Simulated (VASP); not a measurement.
# BaTe (Pm-3m) in VASP: single point with r2SCAN

Aim: the single point of BaTe with r2SCAN.

All numbers are computed with VASP 6.6.1; they aren't measurements. Logs are shortened: lines on timing, memory, paths and dates and some standing lists are left out, and cuts for length are marked.

### 1 The cell of the first run

The structure is cubic, space group Pm-3m (No. 221). Conventional cell: a = 4.262 Å, b = 4.262 Å, c = 4.262 Å, α = 90.00°, β = 90.00°, γ = 90.00°. Within 4.8 Å of Ba (site symmetry m-3m) lie 8 Te at 3.69 Å and 6 Ba at 4.26 Å. Te (site symmetry m-3m) has 8 Ba at 3.69 Å and 6 Te at 4.26 Å within 4.8 Å.

### 2 Single point, r2SCAN

The input, POSCAR:

```
BaTe
1.0
    4.2624660000      0.0000000000      0.0000000000
    0.0000000000      4.2624660000      0.0000000000
    0.0000000000      0.0000000000      4.2624660000
Ba Te
1 1
Direct
    0.0000000000      0.0000000000      0.0000000000
    0.5000000000      0.5000000000      0.5000000000
```

The input, INCAR.step1:

```
SYSTEM = BaTe
  PREC = Accurate
  ENCUT = 520
  ISMEAR = 0
  SIGMA = 0.05
  LREAL = .FALSE.
  LASPH = .TRUE.
  NELM = 100
  NBANDS = 15
  GGA = PE
  ALGO = Normal
  EDIFF = 1E-4
  LWAVE = .TRUE.
  LCHARG = .FALSE.
```

The input, INCAR.step2:

```
SYSTEM = BaTe
  PREC = Accurate
  ENCUT = 520
  EDIFF = 1E-6
  ISMEAR = 0
  SIGMA = 0.05
  LREAL = .FALSE.
  LASPH = .TRUE.
  NELM = 100
  ALGO = Normal
  ISIF = 2
  LWAVE = .FALSE.
  LCHARG = .FALSE.
  METAGGA = R2SCAN
  LMIXTAU = .TRUE.
  NBANDS = 15
  ISTART = 1
```

The input, KPOINTS:

```
regular mesh
0
G
  6 6 6
  0 0 0
```

Potentials or basis: VASP PAW PBE potentials, release 64 (Ba_sv, Te).

On the command line:

```sh
> cat potpaw_PBE.64/Ba_sv/POTCAR potpaw_PBE.64/Te/POTCAR > POTCAR
> cp INCAR.step1 INCAR
> mpirun -np 1 vasp_std > vasp.out
> cp INCAR.step2 INCAR
> mpirun -np 1 vasp_std > vasp.out
```

OUTCAR:

```text
SYSTEM = BaTe
   PREC = Accurate
   ENCUT = 520
   EDIFF = 1E-6
   ISMEAR = 0
   LREAL = .FALSE.
   LASPH = .TRUE.
   NELM = 100
   ISIF = 2
   METAGGA = R2SCAN
   ISTART = 1

 ion  position               nearest neighbor table
   1  0.000  0.000  0.000-   2 3.69   2 3.69   2 3.69   2 3.69   2 3.69   2 3.69   2 3.69   2 3.69

   2  0.500  0.500  0.500-   1 3.69   1 3.69   1 3.69   1 3.69   1 3.69   1 3.69   1 3.69   1 3.69

  LATTYP: Found a simple cubic cell.
 ALAT       =     4.2624660000

  Lattice vectors:

 A1 = (   4.2624660000,   0.0000000000,   0.0000000000)
 A2 = (   0.0000000000,   4.2624660000,   0.0000000000)
 A3 = (   0.0000000000,   0.0000000000,   4.2624660000)

Analysis of symmetry for initial positions (statically):
=====================================================================
 Subroutine PRICEL returns:
 Original cell was already a primitive cell.

 Routine SETGRP: Setting up the symmetry group for a
 simple cubic supercell.

 Subroutine GETGRP returns: Found 48 space group operations
 (whereof 48 operations were pure point group operations)
 out of a pool of 48 trial point group operations.

The static configuration has the point symmetry O_h .

Analysis of symmetry for dynamics (positions and initial velocities):
=====================================================================
 Subroutine PRICEL returns:
 Original cell was already a primitive cell.

 Routine SETGRP: Setting up the symmetry group for a
 simple cubic supercell.

 Subroutine GETGRP returns: Found 48 space group operations
 (whereof 48 operations were pure point group operations)
 out of a pool of 48 trial point group operations.

The dynamic configuration has the point symmetry O_h .

 Subroutine INISYM returns: Found 48 space group operations
 (whereof 48 operations are pure point group operations),
 and found     1 'primitive' translations

----------------------------------------------------------------------------------------

                                     Primitive cell

  volume of cell :      77.4431

  direct lattice vectors                    reciprocal lattice vectors
     4.262466000  0.000000000  0.000000000     0.234605977  0.000000000  0.000000000
     0.000000000  4.262466000  0.000000000     0.000000000  0.234605977  0.000000000
     0.000000000  0.000000000  4.262466000     0.000000000  0.000000000  0.234605977

  length of vectors
     4.262466000  4.262466000  4.262466000     0.234605977  0.234605977  0.234605977

  position of ions in fractional coordinates (direct lattice)
     0.000000000  0.000000000  0.000000000
     0.500000000  0.500000000  0.500000000

  ion indices of the primitive-cell ions
   primitive index   ion index
                 1           1
                 2           2

----------------------------------------------------------------------------------------

 KPOINTS: regular mesh

Automatic generation of k-mesh.
 Grid dimensions read from file:
 generate k-points for:    6    6    6

 Generating k-lattice:

  Cartesian coordinates                     Fractional coordinates (reciprocal lattice)
     0.039100996  0.000000000  0.000000000     0.166666667  0.000000000  0.000000000
     0.000000000  0.039100996  0.000000000     0.000000000  0.166666667  0.000000000
     0.000000000  0.000000000  0.039100996     0.000000000  0.000000000  0.166666667

  Length of vectors
     0.039100996  0.039100996  0.039100996

  Shift w.r.t. Gamma in fractional coordinates (k-lattice)
     0.000000000  0.000000000  0.000000000

 Subroutine IBZKPT returns following result:
 ===========================================

 Found     20 irreducible k-points:

 Following reciprocal coordinates:
            Coordinates               Weight
  0.000000  0.000000  0.000000      1.000000
  0.166667  0.000000  0.000000      6.000000
  0.333333  0.000000  0.000000      6.000000
  0.500000  0.000000  0.000000      3.000000
  0.166667  0.166667  0.000000     12.000000
  0.333333  0.166667  0.000000     24.000000
[... 12 lines left out ...]
  0.500000  0.500000  0.333333      6.000000
  0.500000  0.500000  0.500000      1.000000
   k-points           NKPTS =     20   k-points in BZ     NKDIM =     20   number of bands    NBANDS=     15
   number of dos      NEDOS =    301   number of ions     NIONS =      2
   total plane-waves  NPLWV =  32768
   dimension x,y,z NGX =    32 NGY =   32 NGZ =   32
   dimension x,y,z NGXF=    64 NGYF=   64 NGZF=   64
   ions per type =               1   1
   NGX,Y,Z   is equivalent  to a cutoff of  12.48, 12.48, 12.48 a.u.
   NGXF,Y,Z  is equivalent  to a cutoff of  24.96, 24.96, 24.96 a.u.
 SYSTEM =  BaTe
   PREC   = accura    normal or accurate (medium, high low for compatibility)
   ISTART =      1    job   : 0-new  1-cont  2-samecut
   ICHARG =      0    charge: 1-file 2-atom 10-const
   ISPIN  =      1    spin polarized calculation?
   LNONCOLLINEAR =      F non collinear calculations
   LSORBIT =      F    spin-orbit coupling
   LASPH  =      T    aspherical Exc in radial PAW
   ENCUT  =  520.0 eV  38.22 Ry    6.18 a.u.   7.93  7.93  7.93*2*pi/ulx,y,z
   NELM   =    100;   NELMIN=  2; NELMDL=  0     # of ELM steps
   EDIFF  = 0.1E-05   stopping-criterion for ELM
   LREAL  =      F    real-space projection
   EDIFFG = 0.1E-04   stopping-criterion for IOM
   NSW    =      0    number of steps for IOM
   IBRION =     -1    ionic relax: 0-MD 1-quasi-New 2-CG
   NFREE  =      0    steps in history (QN), initial steepest desc. (CG)
   ISIF   =      2    stress and relaxation
   ISYM   =      2    0-nonsym 1-usesym 2-fastsym
   POTIM  = 0.5000    time-step for ionic-motion
   TEBEG  =    0.0;   TEEND  =   0.0 temperature during run
   PSTRESS=    0.0 pullay stress
   NELECT =      16.0000    total number of electrons
   NUPDOWN=      -1.0000    fix difference up-down
   EMIN   =  10.00;   EMAX   =-10.00  energy-range for DOS
   EFERMI =   0.00;   METHOD = LEGACY
   ISMEAR =     0;   SIGMA  =   0.05  broadening in eV -4-tet -1-fermi 0-gaus
   EFERMI_NEDOS =   21; number of points for ismear=-14 and -15
   IALGO  =     38    algorithm
   IMIX   =      4    mixing-type and parameters
     AMIX     =   0.40;   BMIX     =  1.00
     AMIX_MAG =   1.60;   BMIX_MAG =  1.00
  volume/ion in A,a.u.               =      38.72       261.31
  Fermi-wavevector in a.u.,A,eV,Ry     =   0.967804  1.828884 12.743813  0.936644
  Thomas-Fermi vector in A             =   2.097720
   LORBIT       =      0    0 simple, 1 ext, 2 COOP (PROOUT), +10 PAW based schemes
   METAGGA = R2SCAN    functional components
   LHFCALC =     F    Hartree Fock is set to
   AEXX    =    0.0000 exact exchange contribution
   IVDW    =     0    specifies the selected vdW correction
   LEPSILON=     F    determine dielectric tensor
   LRPA    =     F    only Hartree local field effects (RPA)
 non-spin polarized calculation
 Gauss-broadening in eV      SIGMA  =   0.05
  energy-cutoff  :      520.00
  volume of cell :       77.44
 maximum number of plane-waves:      2176
 NGX is ok and might be reduce to    32
   NGX = 15   NGY = 15   NGZ = 15

 number of electron      16.0000000 magnetization

 Free energy of the ion-electron system (eV)
  ---------------------------------------------------
  ext. energy  EPLUGINS =         0.00000000
  ---------------------------------------------------
  free energy    TOTEN  =       -55.67609522 eV

  energy without entropy =      -55.67609522  energy(sigma->0) =      -55.67609522

 E-fermi :   3.9489     XC(G=0):  -9.1757

 val. band max:        3.6551762734   @ k =   0.5000   0.5000   0.0000
 cond. band min:       4.7853829668   @ k =   0.0000   0.0000   0.0000
 fundamental gap:      1.1302066935
 Fermi energy:         3.9489074800

 k-point     1 :       0.0000    0.0000    0.0000
  band No.  band energies     occupation
      1     -25.3586      2.00000
      2      -9.9721      2.00000
      3      -9.9721      2.00000
      4      -9.9721      2.00000
      5      -7.0190      2.00000
      6       3.2747      2.00000
      7       3.2747      2.00000
      8       3.2747      2.00000
      9       4.7854      0.00000
     10       4.7854      0.00000
     11       6.7939      0.00000
     12       8.6414      0.00000
     13       8.6414      0.00000
     14       8.6414      0.00000
     15      12.6147      0.00000

 k-point     2 :       0.1667    0.0000    0.0000
  band No.  band energies     occupation
      1     -25.3520      2.00000
      2     -10.1259      2.00000
      3      -9.9596      2.00000
      4      -9.9596      2.00000
      5      -6.8240      2.00000
      6       2.1480      2.00000
      7       3.1530      2.00000
      8       3.1530      2.00000
      9       4.9443      0.00000
     10       5.6616      0.00000
     11       7.7465      0.00000
     12       8.7368      0.00000
     13       8.7597      0.00000
     14       8.7597      0.00000
     15      11.2355      0.00000

 k-point     3 :       0.3333    0.0000    0.0000
  band No.  band energies     occupation
      1     -25.3388      2.00000
      2     -10.3972      2.00000
      3      -9.9343      2.00000
      4      -9.9343      2.00000
      5      -6.4406      2.00000
      6       0.8091      2.00000
      7       2.9148      2.00000
      8       2.9148      2.00000
      9       5.3408      0.00000
     10       7.3433      0.00000
     11       8.9503      0.00000
     12       9.1003      0.00000
     13       9.2011      0.00000
     14       9.2011      0.00000
     15       9.6599      0.00000

 k-point     4 :       0.5000    0.0000    0.0000
  band No.  band energies     occupation
      1     -25.3321      2.00000
      2     -10.5197      2.00000
      3      -9.9215      2.00000
      4      -9.9215      2.00000
      5      -6.2434      2.00000
      6       0.2717      2.00000
      7       2.7986      2.00000
      8       2.7986      2.00000
      9       5.6090      0.00000
     10       8.9803      0.00000
     11       9.0028      0.00000
     12       9.0717      0.00000
     13       9.2598      0.00000
     14       9.6584      0.00000
     15       9.6584      0.00000
[... 235 lines left out ...]
 k-point    18 :       0.5000    0.3333    0.3333
  band No.  band energies     occupation
      1     -25.2955      2.00000
      2     -10.2829      2.00000
      3     -10.1767      2.00000
      4     -10.1576      2.00000
      5      -6.2005      2.00000
      6       0.9953      2.00000
      7       1.1047      2.00000
      8       1.6620      2.00000
      9       6.9899      0.00000
     10       7.4582      0.00000
     11       7.6711      0.00000
     12      10.0112      0.00000
     13      10.1983      0.00000
     14      10.9543      0.00000
     15      11.2406      0.00000

 k-point    19 :       0.5000    0.5000    0.3333
  band No.  band energies     occupation
      1     -25.2895      2.00000
      2     -10.2535      2.00000
      3     -10.2535      2.00000
      4     -10.1491      2.00000
      5      -6.1360      2.00000
      6       0.9103      2.00000
      7       0.9103      2.00000
      8       1.2416      2.00000
      9       7.2984      0.00000
     10       8.1956      0.00000
     11       8.1956      0.00000
     12       9.7803      0.00000
     13      10.3705      0.00000
     14      11.0571      0.00000
     15      11.2552      0.00000

 k-point    20 :       0.5000    0.5000    0.5000
  band No.  band energies     occupation
      1     -25.2836      2.00000
      2     -10.2329      2.00000
      3     -10.2329      2.00000
      4     -10.2329      2.00000
      5      -6.0241      2.00000
      6       0.7218      2.00000
      7       0.7218      2.00000
      8       0.7218      2.00000
      9       8.8890      0.00000
     10       8.8890      0.00000
     11       8.8890      0.00000
     12      10.4088      0.00000
     13      10.4088      0.00000
     14      10.4431      0.00000
     15      10.4431      0.00000

------------------------ aborting loop because EDIFF is reached ----------------------------------------

  FORCE on cell =-STRESS in cart. coord.  units (eV):
  Direction    XX          YY          ZZ          XY          YZ          ZX
  --------------------------------------------------------------------------------------
  -------------------------------------------------------------------------------------
  Total       -0.0003177     -0.0003177     -0.0003177     -0.0000000     -0.0000000      0.0000000
  in kB       -0.0065720     -0.0065720     -0.0065720     -0.0000000     -0.0000000      0.0000000
  external PRESSURE =      -0.0065720 kB  Pullay stress =       0.0000000 kB

 VOLUME and BASIS-vectors are now :
 -----------------------------------------------------------------------------
  energy-cutoff  :      520.00
  volume of cell :       77.44
      direct lattice vectors                 reciprocal lattice vectors
     4.262466000  0.000000000  0.000000000     0.234605977  0.000000000  0.000000000
     0.000000000  4.262466000  0.000000000     0.000000000  0.234605977  0.000000000
     0.000000000  0.000000000  4.262466000     0.000000000  0.000000000  0.234605977

 POSITION                                       TOTAL-FORCE (eV/Angst)
 -----------------------------------------------------------------------------------
      0.00000      0.00000      0.00000         0.000000      0.000000      0.000000
      2.13123      2.13123      2.13123         0.000000      0.000000      0.000000
 -----------------------------------------------------------------------------------
    total drift:                               -0.000000      0.000000     -0.000000

  FREE ENERGIE OF THE ION-ELECTRON SYSTEM (eV)
  ---------------------------------------------------
  free  energy   TOTEN  =       -55.6760952164 eV

  energy  without entropy=      -55.6760952164  energy(sigma->0) =      -55.67609522
```

Wall time 72 s (1 thread of AMD EPYC 7R43 (Zen 3), shared host); peak memory 0.16 GiB.

Results:

| Property | Result |
| --- | --- |
| Free energy | -55.6761 eV |
| Pressure | 0.0 GPa |
| Band gap on the k mesh | 1.13 eV, indirect (least direct gap 1.39 eV) |

Caveat: the PAW data sets were made with another functional, which shifts forces and pressure a little; spin-orbit coupling is left out, which moves the levels of the heavy elements.
